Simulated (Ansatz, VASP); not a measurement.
# One calculation of BaTiO3, two programs

File INCAR:

```
SYSTEM = BaTiO3
PREC     = Accurate       ! precision mode
ENCUT    = 520            ! plane-wave cutoff, eV
EDIFF    = 1E-8           ! SCF threshold, eV
ISMEAR   = -1             ! smearing method
SIGMA    = 0.05           ! smearing width, eV
LREAL    = .FALSE.        ! projectors in reciprocal space
LASPH    = .TRUE.         ! aspherical terms in the spheres
NELM     = 80             ! most SCF steps
ALGO     = Normal         ! electronic algorithm
ISIF     = 2              ! what is computed and relaxed
LWAVE    = .FALSE.        ! write WAVECAR
LCHARG   = .FALSE.        ! write CHGCAR
GGA      = PE             ! functional
LEFG     = .TRUE.       
NBANDS   = 28             ! bands
```

KPOINTS

```
regular mesh
0
G
  9 9 9
  0 0 0
```

File POSCAR:

```
BaTiO3
1.0
    2.8370624729      1.6379787824      2.3254317696
   -2.8370624729      1.6379787824      2.3254317696
    0.0000000000     -3.2759575648      2.3254317696
Ba Ti O
1 1 3
Direct
    0.0000000000      0.0000000000      0.0000000000
    0.5140000000      0.5140000000      0.5140000000
    0.4916000000      0.4916000000      0.9815000000
    0.4916000000      0.9815000000      0.4916000000
    0.9815000000      0.4916000000      0.4916000000
```

Input for Ansatz:

```yaml
crystal:
  lattice:
    - [2.8370624729, 1.6379787824, 2.3254317696]
    - [-2.8370624729, 1.6379787824, 2.3254317696]
    - [0.0, -3.2759575648, 2.3254317696]
  atoms:
    - { symbol: Ba, position: [0.0, 0.0, 0.0] }
    - { symbol: Ti, position: [0.514, 0.514, 0.514] }
    - { symbol: O, position: [0.4916, 0.4916, 0.9815] }
    - { symbol: O, position: [0.4916, 0.9815, 0.4916] }
    - { symbol: O, position: [0.9815, 0.4916, 0.4916] }
kpoints:
  mp_grid: { grid: [9, 9, 9] }
scf:
  occupations: { method: fermi_dirac, width: 0.05 }
hamiltonian:
  xc: pbe
  pseudopotentials: { kind: paw }
output:
  forces: true
  stress: true
  eigenvalues: true
  efg: { contact_densities: true }
```

Change from the starting cell: volume scaled by 1.01, PAW files.

Alike in both runs: task electric field gradients; functional PBE; k mesh 9 × 9 × 9; occupations fermi-dirac, width 0.05 eV; no spin polarisation.

|  | VASP | Ansatz |
| --- | --- | --- |
| version | VASP 6.6.1 | Ansatz 0.2.0 |
| potentials or method | VASP PAW PBE potentials, release 64 (Ba_sv, Ti_sv, O) | PAW with Ansatz's default frozen-core files, scalar-relativistic |
| plane-wave cutoff (eV) | 520 | 420 |
| valence electrons in the cell | 40 | 40 |

|  | VASP | Ansatz | Ansatz less VASP |
| --- | --- | --- | --- |
| gap on the k mesh at the Fermi level (eV) | 2.36 | 2.42 | +0.054 |
| pressure (GPa) | 5.0 | 3.3 | -1.74 |
| traceless stress, the component that is largest in VASP (GPa) | -0.15 | -0.11 | +0.045 |
| rms of the force components (eV/Å) | 0.069 | 0.062 | -0.0077 |
| size of Vzz on the site where it differs most (V/Å²) | 21.2 | 22.1 | +0.89 |

Atom by atom the forces differ by 0.027 eV/Å (rms over components).

Spin-orbit coupling is off throughout.
